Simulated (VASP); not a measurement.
Write the native input for VASP 6.6.1 that does the following.

```
Task                   : single point
Functional             : PBE
Potentials or basis    : VASP PAW PBE potentials, release 64 (Al)
Cutoff                 : 520 eV
k mesh                 : 14 × 14 × 1
Occupations            : fermi-dirac, width 0.08 eV
Spin                   : no spin polarisation
Dipole correction      : yes
Further INCAR settings : ALGO = Normal; EDIFF = 1e-06; NBANDS = 14
```

The structure of Al lies in POSCAR:

```
Al
1.0
    2.8574853682      0.0000000000      0.0000000000
    0.0000000000      2.8574853682      0.0000000000
    0.0000000000      0.0000000000     22.0616000000
Al
4
Direct
    0.2500000000      0.2500000000      0.3626200764
    0.7500000000      0.7500000000      0.4542066918
    0.2500000000      0.2500000000      0.5457933077
    0.7500000000      0.7500000000      0.6373799236
```

One way to write it, as run:

INCAR

```
PREC     = Accurate       # precision mode
ENCUT    = 520            # plane-wave cutoff, eV
EDIFF    = 1E-6           # SCF threshold, eV
ISMEAR   = -1             # smearing method
SIGMA    = 0.08           # smearing width, eV
LREAL    = False          # projectors in reciprocal space
LASPH    = True           # aspherical terms in the spheres
NELM     = 100            # most SCF steps
ALGO     = Normal         # electronic algorithm
ISIF     = 2              # what is computed and relaxed
LWAVE    = False          # write WAVECAR
LCHARG   = False          # write CHGCAR
LDIPOL   = True         
IDIPOL   = 3            
DIPOL    = 0.5 0.5 0.500
GGA      = PE             # functional
NBANDS   = 14             # bands
```

KPOINTS

```
regular mesh
0
Gamma
  14 14 1
```

Potentials or basis: VASP PAW PBE potentials, release 64 (Al).

Command:

```sh
$ cat potpaw_PBE.64/Al/POTCAR > POTCAR
$ mpirun -np 1 vasp_std > vasp.out
```

Results of the run:

The largest force is 0.110 eV/Å and the band gap on the k mesh is zero (band 6 reaches 2.04 eV, above the bottom of band 7 at -0.70 eV).

Run time: 93 s on 1 thread of AMD EPYC 9R45 96-Core Processor (Zen 5), with other jobs on the host, peak memory 0.28 GiB.
